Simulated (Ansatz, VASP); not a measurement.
Si3Ge: VASP beside Ansatz

File INCAR:

```
PREC = Accurate
ENCUT = 500
EDIFF = 1E-7
ISMEAR = 0
SIGMA = 0.01
LREAL = False
LASPH = True
NELM = 120
ALGO = Normal
ISIF = 3
LWAVE = False
LCHARG = False
GGA = PE
IBRION = 2
NSW = 80
EDIFFG = -0.001
GGA_COMPAT = False
NELMIN = 4
```

Contents of KPOINTS:

```
Automatic mesh
0
Gamma
  10 10 6
```

The input POSCAR:

```
Si3Ge
1.0
    3.9123760691      0.0000000000      0.0000000000
    0.0000000000      3.9123760691      0.0000000000
    0.0000000000      0.0000000000      5.5320638552
Si Ge
3 1
Direct
    0.0000000000      0.5000000000      0.7441286147
    0.5000000000      0.0000000000      0.2558713853
    0.5000000000      0.5000000000      0.5000000000
    0.0000000000      0.0000000000      0.0000000000
```

Input for Ansatz:

```yaml
crystal:
  lattice:
    - [3.9123760691, 0.0, 0.0]
    - [0.0, 3.9123760691, 0.0]
    - [0.0, 0.0, 5.5320638552]
  atoms:
    - { symbol: Si, position: [0.0, 0.5, 0.7441286147] }
    - { symbol: Si, position: [0.5, 0.0, 0.2558713853] }
    - { symbol: Si, position: [0.5, 0.5, 0.5] }
    - { symbol: Ge, position: [0.0, 0.0, 0.0] }
basis:
  ecutwfc: 420
kpoints:
  mp_grid: { grid: [10, 10, 6] }
hamiltonian:
  xc: pbe
scf:
  occupations: { method: fixed }
output:
  forces: true
  stress: true
  eigenvalues: true
  write_density: true
  write_potential: true
  elf: true
  volumetric_format: npy
relax:
  adjacent_minimum: "off"
  f_tol: 0.001
  max_steps: 60
  cell: { stress_tol: 0.01 }
```

Alike in both runs: task relaxation of cell and atoms; functional PBE; k mesh 10 × 10 × 6; no spin polarisation.

|  | VASP | Ansatz |
| --- | --- | --- |
| version | VASP 6.6.1 | Ansatz 0.2.0 |
| potentials or method | VASP PAW PBE potentials, release 64 (Si, Ge_d), cutoff 500 eV | scalar-relativistic, plane waves, PAW |
| occupations | gaussian, width 0.01 eV | fixed |
| valence electrons in the cell | 26 | 26 |

```csv
,VASP,Ansatz,Ansatz less VASP
"gap on the k mesh at the Fermi level, each at its own relaxed structure (eV)",0.38,0.38,0.000
relaxed volume (Å³/atom),21.14,21.17,+0.025
relaxed length of the cell vector where the two differ most in proportion (Å),3.911,3.912,+0.0016
```
